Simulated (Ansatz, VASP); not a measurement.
**Two plane-wave programs on LiH**

```
Li H
1.0
     0.00000    2.03675    2.03675
     2.03675    0.00000    2.03675
     2.03675    2.03675    0.00000
Li H
1 1
Direct
  0.00000 0.00000 0.00000
  0.50000 0.50000 0.50000
```

Alike in both runs: functional LDA; k mesh 11 × 11 × 11; occupations fermi-dirac, width 0.05 eV; no spin polarisation.

|  | VASP | Ansatz |
| --- | --- | --- |
| version | VASP 6.6.1 | Ansatz 0.2.0 |
| potentials or method | VASP PAW LDA potentials, release 64 (Li_sv, H) | Ansatz PAW |
| plane-wave cutoff (eV) | 520 | 420 |
| valence electrons in the cell | 4 | 4 |
| task | single point | band structure |

|  | VASP | Ansatz | Ansatz less VASP |
| --- | --- | --- | --- |
| gap on the k mesh at the Fermi level (eV) | 2.84 | 2.85 | +0.007 |
| least direct gap on the mesh (eV) | 2.84 | 2.85 | +0.007 |

LDA's correlation is that of Perdew and Zunger in VASP and of Perdew and Wang (1992) in Ansatz.

Noted on VASP's run: the cutoff is short for stress, so the pressure is rough. Noted on Ansatz's run: the k mesh misses the band edges, so the gap on the mesh is wider than the one along the path.
